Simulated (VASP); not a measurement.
# TaSi2 (P6_222) in VASP: single point with PBEsol

Aim: the single point of TaSi2 with PBEsol.

All numbers are computed with VASP 6.6.1; they aren't measurements. Logs are shortened: lines on timing, memory, paths and dates and some standing lists are left out, and cuts for length are marked.

## (1) The cell of the first run

Symmetry: P6_222, No. 180, hexagonal system. The conventional cell has a = 4.761 Å, b = 4.761 Å, c = 6.556 Å, α = 90.00°, β = 90.00°, γ = 120.00°. Within 3.4 Å of Ta (site symmetry 222) lie 10 Si at 2.60 to 2.81 Å and 4 Ta at 3.23 Å. Si (site symmetry 2) has 9 Si at 2.55 to 3.31 Å and 5 Ta at 2.60 to 2.81 Å within 3.4 Å.

## (2) Single point, PBEsol

Input file POSCAR:

```
TaSi2
1.0
    4.7608595426      0.0000000000      0.0000000000
   -2.3804297713      4.1230253078      0.0000000000
    0.0000000000      0.0000000000      6.5557841094
Ta Si
3 6
Direct
    0.5000000000      0.0000000000      0.5000000000
    0.5000000000      0.5000000000      0.8333333333
    0.0000000000      0.5000000000      0.1666666667
    0.1592675421      0.3185350843      0.5000000000
    0.8407324579      0.1592675421      0.8333333333
    0.6814649157      0.8407324579      0.1666666667
    0.8407324579      0.6814649157      0.5000000000
    0.1592675421      0.8407324579      0.8333333333
    0.3185350843      0.1592675421      0.1666666667
```

Input file INCAR.step1:

```
SYSTEM = TaSi2
ALGO     = Fast           ! electronic algorithm
EDIFF    = 1E-7           ! SCF threshold, eV
ENCUT    = 520            ! plane-wave cutoff, eV
GGA      = PS             ! functional
ISIF     = 2              ! what is computed and relaxed
ISMEAR   = 0              ! smearing method
LASPH    = .TRUE.         ! aspherical terms in the spheres
LCHARG   = .TRUE.         ! write CHGCAR
LMAXMIX  = 4              ! l up to which the mixer works
LREAL    = .FALSE.        ! projectors in reciprocal space
LWAVE    = .FALSE.        ! write WAVECAR
NBANDS   = 38             ! bands
NELM     = 80             ! most SCF steps
PREC     = Accurate       ! precision mode
SIGMA    = 0.1            ! smearing width, eV
```

Input file KPOINTS.step1:

```
k-points
0
G
  12 12 6
  0 0 0
```

Input file INCAR.step2:

```
SYSTEM = TaSi2
ALGO     = Fast           ! electronic algorithm
EDIFF    = 1E-7           ! SCF threshold, eV
ENCUT    = 520            ! plane-wave cutoff, eV
GGA      = PS             ! functional
ICHARG   = 11             ! starting density
ISIF     = 2              ! what is computed and relaxed
ISMEAR   = -5             ! smearing method
LASPH    = .TRUE.         ! aspherical terms in the spheres
LCHARG   = .FALSE.        ! write CHGCAR
LMAXMIX  = 4              ! l up to which the mixer works
LORBIT   = 10             ! projections on sites
LREAL    = .FALSE.        ! projectors in reciprocal space
LWAVE    = .FALSE.        ! write WAVECAR
NBANDS   = 38             ! bands
NEDOS    = 1001           ! points of the DOS
NELM     = 80             ! most SCF steps
PREC     = Accurate       ! precision mode
SIGMA    = 0.1            ! smearing width, eV
```

Input file KPOINTS.step2:

```
k-points
0
G
  18 18 9
  0 0 0
```

Potentials or basis: VASP PAW PBE potentials, release 64 (Ta_pv, Si).

On the command line:

```console
cat potpaw_PBE.64/Ta_pv/POTCAR potpaw_PBE.64/Si/POTCAR > POTCAR
cp INCAR.step1 INCAR
cp KPOINTS.step1 KPOINTS
mpirun -np 1 vasp_std > vasp.out
cp INCAR.step2 INCAR
cp KPOINTS.step2 KPOINTS
mpirun -np 1 vasp_std > vasp.out
```

OUTCAR:

```text
SYSTEM = TaSi2
   EDIFF = 1E-7
   ENCUT = 520
   GGA = PS
   ICHARG = 11
   ISIF = 2
   ISMEAR = -5
   LASPH = .TRUE.
   LORBIT = 10
   LREAL = .FALSE.
   NELM = 80
   PREC = Accurate

 ion  position               nearest neighbor table
   1  0.500  0.000  0.500-   6 2.60   9 2.60   8 2.60   5 2.60   4 2.72   7 2.72   7 2.72   4 2.72
                             4 2.81   7 2.81   2 3.23   2 3.23   3 3.23   3 3.23
   2  0.500  0.500  0.833-   4 2.60   7 2.60   6 2.60   9 2.60   8 2.72   5 2.72   8 2.72   5 2.72
                             8 2.81   5 2.81   1 3.23   1 3.23   3 3.23   3 3.23
   3  0.000  0.500  0.167-   4 2.60   7 2.60   5 2.60   8 2.60   9 2.72   6 2.72   9 2.72   6 2.72
                             6 2.81   9 2.81   1 3.23   1 3.23   2 3.23   2 3.23
   4  0.159  0.319  0.500-   5 2.55   9 2.55   3 2.60   2 2.60   7 2.63   1 2.72   1 2.72   1 2.81
                             7 2.81   7 2.81
   5  0.841  0.159  0.833-   4 2.55   6 2.55   1 2.60   3 2.60   8 2.63   2 2.72   2 2.72   2 2.81
                             8 2.81   8 2.81
   6  0.681  0.841  0.167-   7 2.55   5 2.55   1 2.60   2 2.60   9 2.63   3 2.72   3 2.72   3 2.81
                             9 2.81   9 2.81
   7  0.841  0.681  0.500-   8 2.55   6 2.55   3 2.60   2 2.60   4 2.63   1 2.72   1 2.72   1 2.81
                             4 2.81   4 2.81
   8  0.159  0.841  0.833-   7 2.55   9 2.55   1 2.60   3 2.60   5 2.63   2 2.72   2 2.72   2 2.81
                             5 2.81   5 2.81
   9  0.319  0.159  0.167-   4 2.55   8 2.55   1 2.60   2 2.60   6 2.63   3 2.72   3 2.72   3 2.81
                             6 2.81   6 2.81

  LATTYP: Found a hexagonal cell.
 ALAT       =     4.7608595426
 C/A-ratio  =     1.3770169128

  Lattice vectors:

 A1 = (   4.7608595426,   0.0000000000,   0.0000000000)
 A2 = (  -2.3804297713,   4.1230253078,   0.0000000000)
 A3 = (   0.0000000000,   0.0000000000,   6.5557841094)

Analysis of symmetry for initial positions (statically):
=====================================================================
 Subroutine PRICEL returns:
 Original cell was already a primitive cell.

 Routine SETGRP: Setting up the symmetry group for a
 hexagonal supercell.

 Subroutine GETGRP returns: Found 12 space group operations
 (whereof  4 operations were pure point group operations)
 out of a pool of 24 trial point group operations.

The static configuration has the point symmetry D_2 .
 The point group associated with its full space group is D_6 .

Analysis of symmetry for dynamics (positions and initial velocities):
=====================================================================
 Subroutine PRICEL returns:
 Original cell was already a primitive cell.

 Routine SETGRP: Setting up the symmetry group for a
 hexagonal supercell.

 Subroutine GETGRP returns: Found 12 space group operations
 (whereof  4 operations were pure point group operations)
 out of a pool of 24 trial point group operations.

The dynamic configuration has the point symmetry D_2 .
 The point group associated with its full space group is D_6 .

 Subroutine INISYM returns: Found 12 space group operations
 (whereof  4 operations are pure point group operations),
 and found     1 'primitive' translations

----------------------------------------------------------------------------------------

                                     Primitive cell

  volume of cell :     128.6844

  direct lattice vectors                    reciprocal lattice vectors
     4.760859543  0.000000000  0.000000000     0.210046104  0.121270175  0.000000000
    -2.380429771  4.123025308  0.000000000     0.000000000  0.242540350  0.000000000
     0.000000000  0.000000000  6.555784109     0.000000000  0.000000000  0.152537055

  length of vectors
     4.760859543  4.760859543  6.555784109     0.242540350  0.242540350  0.152537055

  position of ions in fractional coordinates (direct lattice)
     0.500000000  0.000000000  0.500000000
     0.500000000  0.500000000  0.833333333
     0.000000000  0.500000000  0.166666667
     0.159267542  0.318535084  0.500000000
     0.840732458  0.159267542  0.833333333
     0.681464916  0.840732458  0.166666667
     0.840732458  0.681464916  0.500000000
     0.159267542  0.840732458  0.833333333
     0.318535084  0.159267542  0.166666667

  ion indices of the primitive-cell ions
   primitive index   ion index
                 1           1
                 2           2
                 3           3
[... 24 lines left out ...]

  Shift w.r.t. Gamma in fractional coordinates (k-lattice)
     0.000000000  0.000000000  0.000000000

 TETIRR: Found   2805 inequivalent tetrahedra from    17496

 Subroutine IBZKPT returns following result:
 ===========================================

 Found    185 irreducible k-points:

 Following reciprocal coordinates:
            Coordinates               Weight
  0.000000  0.000000  0.000000      1.000000
  0.055556  0.000000  0.000000      6.000000
  0.111111  0.000000  0.000000      6.000000
  0.166667  0.000000  0.000000      6.000000
  0.222222  0.000000  0.000000      6.000000
  0.277778  0.000000  0.000000      6.000000
[... 16 lines left out ...]
  0.333333  0.111111  0.000000     12.000000
  0.388889  0.111111  0.000000     12.000000
 [... further k-points ...]
   k-points           NKPTS =    185   k-points in BZ     NKDIM =    185   number of bands    NBANDS=     38
   number of dos      NEDOS =   1001   number of ions     NIONS =      9
   total plane-waves  NPLWV =  64800
   dimension x,y,z NGX =    36 NGY =   36 NGZ =   50
   dimension x,y,z NGXF=    72 NGYF=   72 NGZF=  100
   ions per type =               3   6
   NGX,Y,Z   is equivalent  to a cutoff of  12.57, 12.57, 12.68 a.u.
   NGXF,Y,Z  is equivalent  to a cutoff of  25.14, 25.14, 25.36 a.u.
 SYSTEM =  TaSi2
   PREC   = accura    normal or accurate (medium, high low for compatibility)
   ISTART =      0    job   : 0-new  1-cont  2-samecut
   ICHARG =     11    charge: 1-file 2-atom 10-const
   ISPIN  =      1    spin polarized calculation?
   LNONCOLLINEAR =      F non collinear calculations
   LSORBIT =      F    spin-orbit coupling
   LASPH  =      T    aspherical Exc in radial PAW
   ENCUT  =  520.0 eV  38.22 Ry    6.18 a.u.   8.85  8.85 12.19*2*pi/ulx,y,z
   NELM   =     80;   NELMIN=  2; NELMDL=  0     # of ELM steps
   EDIFF  = 0.1E-06   stopping-criterion for ELM
   LREAL  =      F    real-space projection
   EDIFFG = 0.1E-05   stopping-criterion for IOM
   NSW    =      0    number of steps for IOM
   IBRION =     -1    ionic relax: 0-MD 1-quasi-New 2-CG
   NFREE  =      0    steps in history (QN), initial steepest desc. (CG)
   ISIF   =      2    stress and relaxation
   ISYM   =      2    0-nonsym 1-usesym 2-fastsym
   POTIM  = 0.5000    time-step for ionic-motion
   TEBEG  =    0.0;   TEEND  =   0.0 temperature during run
   PSTRESS=    0.0 pullay stress
   NELECT =      57.0000    total number of electrons
   NUPDOWN=      -1.0000    fix difference up-down
   EMIN   =  10.00;   EMAX   =-10.00  energy-range for DOS
   EFERMI =   0.00;   METHOD = LEGACY
   ISMEAR =    -5;   SIGMA  =   0.10  broadening in eV -4-tet -1-fermi 0-gaus
   EFERMI_NEDOS =   21; number of points for ismear=-14 and -15
   IALGO  =     68    algorithm
   IMIX   =      4    mixing-type and parameters
     AMIX     =   0.40;   BMIX     =  1.00
     AMIX_MAG =   1.60;   BMIX_MAG =  1.00
  volume/ion in A,a.u.               =      14.30        96.49
  Fermi-wavevector in a.u.,A,eV,Ry     =   1.247933  2.358251 21.188838  1.557336
  Thomas-Fermi vector in A             =   2.382042
   LORBIT       =     10    0 simple, 1 ext, 2 COOP (PROOUT), +10 PAW based schemes
   GGA     = PS    functional components
   LHFCALC =     F    Hartree Fock is set to
   AEXX    =    0.0000 exact exchange contribution
   IVDW    =     0    specifies the selected vdW correction
   LEPSILON=     F    determine dielectric tensor
   LRPA    =     F    only Hartree local field effects (RPA)
 non-spin polarized calculation
 RMM-DIIS sequential band-by-band and
 Fermi weights with tetrahedron method with Bloechl corrections
  energy-cutoff  :      520.00
  volume of cell :      128.68
 maximum number of plane-waves:      3501
 NGX is ok and might be reduce to    36

 number of electron      57.0000000 magnetization

 Free energy of the ion-electron system (eV)
  ---------------------------------------------------
  ext. energy  EPLUGINS =         0.00000000
  ---------------------------------------------------
  free energy    TOTEN  =       -77.35316444 eV

  energy without entropy =      -77.35316444  energy(sigma->0) =      -77.35316444

 E-fermi :   9.3857     XC(G=0): -12.2048

 val. band max:        9.4002284914   @ k =   0.3889   0.2222   0.2222
 cond. band min:       9.3838139669   @ k =   0.1667   0.0000   0.3333
 fundamental gap:     -0.0164145245
 Fermi energy:         9.3857381679

 k-point     1 :       0.0000    0.0000    0.0000
  band No.  band energies     occupation
      1     -24.8943      2.00000
      2     -24.8942      2.00000
      3     -24.8903      2.00000
      4     -24.8179      2.00000
      5     -24.8179      2.00000
      6     -24.7232      2.00000
[... 973 lines left out ...]
     37      13.1877      0.00000
     38      13.5354      0.00000

 [... further k-points ...]
[... 5 lines left out ...]
  --------------------------------------------------------------------------------------
  -------------------------------------------------------------------------------------
  Total        0.2115884      0.2115884      0.2761592      0.0000000      0.0000000      0.0000000
  in kB        2.6343679      2.6343679      3.4383021      0.0000000      0.0000000      0.0000000
  external PRESSURE =       2.9023460 kB  Pullay stress =       0.0000000 kB

 VOLUME and BASIS-vectors are now :
 -----------------------------------------------------------------------------
  energy-cutoff  :      520.00
  volume of cell :      128.68
      direct lattice vectors                 reciprocal lattice vectors
     4.760859543  0.000000000  0.000000000     0.210046104  0.121270175  0.000000000
    -2.380429771  4.123025308  0.000000000     0.000000000  0.242540350  0.000000000
     0.000000000  0.000000000  6.555784109     0.000000000  0.000000000  0.152537055

 POSITION                                       TOTAL-FORCE (eV/Angst)
 -----------------------------------------------------------------------------------
      2.38043      0.00000      3.27789        -0.000000      0.000000      0.000000
      1.19021      2.06151      5.46315        -0.000000     -0.000000      0.000000
     -1.19021      2.06151      1.09263        -0.000000      0.000000     -0.000000
     -0.00000      1.31333      3.27789         0.000000     -0.010763      0.000000
      3.62348      0.65666      5.46315         0.009321     -0.005382     -0.000000
      1.24305      3.46636      1.09263         0.009321      0.005382     -0.000000
      2.38043      2.80970      3.27789        -0.000000      0.010763      0.000000
     -1.24305      3.46636      5.46315        -0.009321      0.005382      0.000000
      1.13738      0.65666      1.09263        -0.009321     -0.005382      0.000000
 -----------------------------------------------------------------------------------
    total drift:                               -0.000000     -0.000000     -0.000000

  FREE ENERGIE OF THE ION-ELECTRON SYSTEM (eV)
  ---------------------------------------------------
  free  energy   TOTEN  =       -77.3531644356 eV

  energy  without entropy=      -77.3531644356  energy(sigma->0) =      -77.35316444

 total charge

# of ion       s       p       d       tot
------------------------------------------
    1        0.290   6.200   2.552   9.041
    2        0.290   6.200   2.552   9.041
    3        0.290   6.200   2.552   9.041
    4        0.753   0.889   0.000   1.642
    5        0.753   0.889   0.000   1.642
    6        0.753   0.889   0.000   1.642
    7        0.753   0.889   0.000   1.642
    8        0.753   0.889   0.000   1.642
    9        0.753   0.889   0.000   1.642
--------------------------------------------------
tot          5.385  23.936   7.655  36.975
```

Run time: 38 min. Hardware: 1 thread of Oxide Virtual Turin-like, shared host; peak memory 0.69 GiB.

What came out:

```
Valence electrons inside the program's atomic spheres : Ta 9.04; Si 1.64
```

Caveat: the PAW data sets were made with another functional, which shifts forces and pressure a little; spin-orbit coupling is left out, which moves the levels of the heavy elements; an odd number of electrons without spin polarisation forces a metal; a magnetic or distorted state may lie lower.
